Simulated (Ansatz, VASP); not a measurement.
**Two plane-wave programs on KF**

The input INCAR:

```
  ALGO = Normal
  EDIFF = 1E-7
  ENCUT = 520
  GGA = PE
  ISIF = 2
  ISMEAR = 0
  LASPH = T
  LCHARG = F
  LREAL = F
  LWAVE = F
  NBANDS = 15
  NELM = 100
  PREC = Accurate
  SIGMA = 0.05
```

File KPOINTS:

```
k-points
0
Gamma
  8 8 8
```

The input POSCAR:

```
KF
1.0
   -0.1389894887      2.5685979539      2.5685979539
    2.5685979539     -0.1389894887      2.5685979539
    2.5685979539      2.5685979539     -0.1389894887
K F
1 1
Direct
    0.0000000000      0.0000000000      0.0000000000
    0.5000000000      0.5000000000      0.5000000000
```

Input for Ansatz:

```yaml
crystal:
  lattice:
    - [-0.1389894887, 2.5685979539, 2.5685979539]
    - [2.5685979539, -0.1389894887, 2.5685979539]
    - [2.5685979539, 2.5685979539, -0.1389894887]
  atoms:
    - { symbol: K, position: [0.0, 0.0, 0.0] }
    - { symbol: F, position: [0.5, 0.5, 0.5] }
basis:
  ecutwfc: 520.0
kpoints:
  mp_grid: { grid: [8, 8, 8] }
hamiltonian:
  xc: pbe
scf:
  occupations: { method: gaussian, width: 0.05 }
output:
  forces: true
  stress: true
  eigenvalues: true
```

Alike in both runs: task single point; functional PBE; k mesh 8 × 8 × 8; occupations gaussian, width 0.05 eV; no spin polarisation.

|  | VASP | Ansatz |
| --- | --- | --- |
| version | VASP 6.6.1 | Ansatz 0.2.0 |
| potentials or method | VASP PAW PBE potentials, release 64 (K_sv, F), cutoff 520 eV | scalar-relativistic, plane waves, PAW |
| valence electrons in the cell | 16 | 16 |

```csv
,VASP,Ansatz,Ansatz less VASP
gap on the k mesh at the Fermi level (eV),6.31,6.33,+0.017
least direct gap on the mesh (eV),6.31,6.33,+0.017
pressure (GPa),2.9,2.8,-0.07
"traceless stress, the component that is largest in VASP (GPa)",0.54,0.55,+0.011
```
